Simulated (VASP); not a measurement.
KTaO3, 5 atoms in the cell. Symmetry: Pm-3m, No. 221, cubic system. Conventional cell: a = 3.950 Å, b = 3.950 Å, c = 3.950 Å, α = 90.00°, β = 90.00°, γ = 90.00°. Within 3.7 Å of K (site symmetry m-3m) lie 12 O at 2.79 Å and 8 Ta at 3.42 Å. Within 2.6 Å of Ta (site symmetry m-3m) lie 6 O at 1.98 Å. Within 2.6 Å of O (site symmetry 4/mmm) lie 2 Ta at 1.98 Å.  This cell differs from its parent crystal: strain -1.0%.

* Program: VASP 6.6.1
* Task: single point
* Functional: r2SCAN
* Potentials or basis: VASP PAW PBE potentials, release 64 (K_sv, Ta_sv_GW, O)
* Cutoff: 660 eV
* k mesh: 6 × 6 × 6
* Occupations: gaussian, width 0.01 eV
* Spin: no spin polarisation
* Dipole correction: no
* Second run: valence_matched
* Further INCAR settings: ALGO = Normal; EDIFF = 1e-06; NBANDS = 28

Potentials or basis: VASP PAW PBE potentials, release 64 (K_sv, Ta_sv_GW, O).

Command:

```console
$ cat potpaw_PBE.64/K_sv/POTCAR potpaw_PBE.64/Ta_sv_GW/POTCAR potpaw_PBE.64/O/POTCAR > POTCAR
$ cp INCAR.step1 INCAR
$ mpirun -np 1 vasp_std > vasp.out
$ cp INCAR.step2 INCAR
$ mpirun -np 1 vasp_std > vasp.out
```

Hardware: 1 thread of AMD EPYC 7R43 64-Core Processor (Zen 3), on a shared host.

Task: Estimate the wall time of this run.

Result: It took 4 min on 1 thread of AMD EPYC 7R43 64-Core Processor (Zen 3), on a shared host, peak memory 0.21 GiB. Counts: k points 20.
